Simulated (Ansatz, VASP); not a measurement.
## GaP: VASP beside Ansatz

Contents of INCAR:

```
ALGO     = Normal         # electronic algorithm
EDIFF    = 1E-6           # SCF threshold, eV
ENCUT    = 520            # plane-wave cutoff, eV
GGA      = PE             # functional
ISIF     = 2              # what is computed and relaxed
ISMEAR   = 0              # smearing method
LASPH    = T              # aspherical terms in the spheres
LCHARG   = F              # write CHGCAR
LREAL    = F              # projectors in reciprocal space
LWAVE    = F              # write WAVECAR
NBANDS   = 16             # bands
NELM     = 80             # most SCF steps
PREC     = Accurate       # precision mode
SIGMA    = 0.05           # smearing width, eV
```

Contents of KPOINTS:

```
k-points
0
Gamma
  10 10 10
```

The input POSCAR:

```
GaP
1.0
    0.0000000000      2.7744276033      2.6300384902
    2.6300384902      0.0000000000      2.6300384902
    2.6300384902      2.7744276033      0.0000000000
Ga P
1 1
Direct
    0.0000000000      0.0000000000      0.0000000000
    0.7500000000      0.7500000000      0.7500000000
```

Input for Ansatz:

```yaml
crystal:
  lattice:
    - [0.0, 2.7744276033, 2.6300384902]
    - [2.6300384902, 0.0, 2.6300384902]
    - [2.6300384902, 2.7744276033, 0.0]
  atoms:
    - { symbol: Ga, position: [0.0, 0.0, 0.0] }
    - { symbol: P, position: [0.75, 0.75, 0.75] }
basis:
  ecutwfc: 420
kpoints:
  mp_grid: { grid: [10, 10, 10] }
hamiltonian:
  xc: pbe
  pseudopotentials: { kind: paw, azcp: { folder: soft_1 } }
scf:
  occupations: { method: gaussian, width: 0.05 }
output:
  forces: true
  stress: true
  eigenvalues: true
```

Alike in both runs: task single point; functional PBE; k mesh 10 × 10 × 10; occupations gaussian, width 0.05 eV; no spin polarisation.

|  | VASP | Ansatz |
| --- | --- | --- |
| version | VASP 6.6.1 | Ansatz 0.2.0 |
| potentials or method | VASP PAW PBE potentials, release 64 (Ga_d, P), cutoff 520 eV | scalar-relativistic, plane waves, PAW |
| valence electrons in the cell | 18 | 18 |

Ansatz gave:

- gap on the k mesh at the Fermi level (eV): 1.24
- least direct gap on the mesh (eV): 2.14
- pressure (GPa): 7.7
- traceless stress, the component that is largest in VASP (GPa): -2.89

**Question.** Which values does VASP return?

**Answer.** gap on the k mesh at the Fermi level (eV): 1.24; least direct gap on the mesh (eV): 2.14; pressure (GPa): 7.6; traceless stress, the component that is largest in VASP (GPa): -2.90.
